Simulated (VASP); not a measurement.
**Br: single point with PBE+D3(BJ)**

The system is Br.

```xyz
1
Lattice="-1.4947 1.4947 3.7564 1.4947 -1.4947 3.7564 1.4947 1.4947 -3.7564" Properties=species:S:1:pos:R:3 pbc="T T T"
Br    0.0000    0.0000    0.0000
```

This cell differs from its parent crystal: strain +0.050 along x and y, +0.050 along z.

* Program: VASP 6.6.1
* Task: single point
* Functional: PBE
* Dispersion: D3(BJ)
* Potentials or basis: VASP PAW PBE potentials, release 64 (Br)
* Cutoff: 520 eV
* k mesh: 24 × 24 × 24
* Occupations: gaussian, width 0.15 eV
* Spin: no spin polarisation

```
Pressure                   : -3.8 GPa
Band gap on the k mesh     : zero (an odd number of electrons rules out a gap without spin polarisation)
Dispersion energy per atom : -0.212 eV
```

Stress tensor (GPa, compression positive):
```
-5.37  0.00  0.00
 0.00 -5.37  0.00
 0.00  0.00 -0.54
```

Levels at points of the mesh, in eV from the Fermi level:
```
           k point  band 1  band 2  band 3  band 4  band 5  band 6  band 7  band 8
(0.00, 0.00, 0.00)  -15.28   -1.76    0.77    0.77    5.73   10.12   10.12   15.57
(0.50, 0.00, 0.00)  -14.08   -4.69   -1.41    1.45    6.97   11.72   12.37   14.34
(0.50, 0.50, 0.00)  -13.01   -3.62   -3.40   -0.43    6.25    8.80   12.54   13.83
(0.50, 0.50, 0.50)  -15.13   -3.41    0.65    0.65    9.08    9.65   11.05   16.32
```

Wall time 3.1 min on 1 thread of Intel(R) Xeon(R) Platinum 8259CL CPU @ 2.50GHz (Skylake/Cascade Lake) (shared host), peak memory 0.45 GiB.

Caveat: the cell differs from its parent crystal (strain +0.050 along x and y, +0.050 along z); the cell stands under tension; an odd number of electrons without spin polarisation forces a metal; a magnetic or distorted state may lie lower.
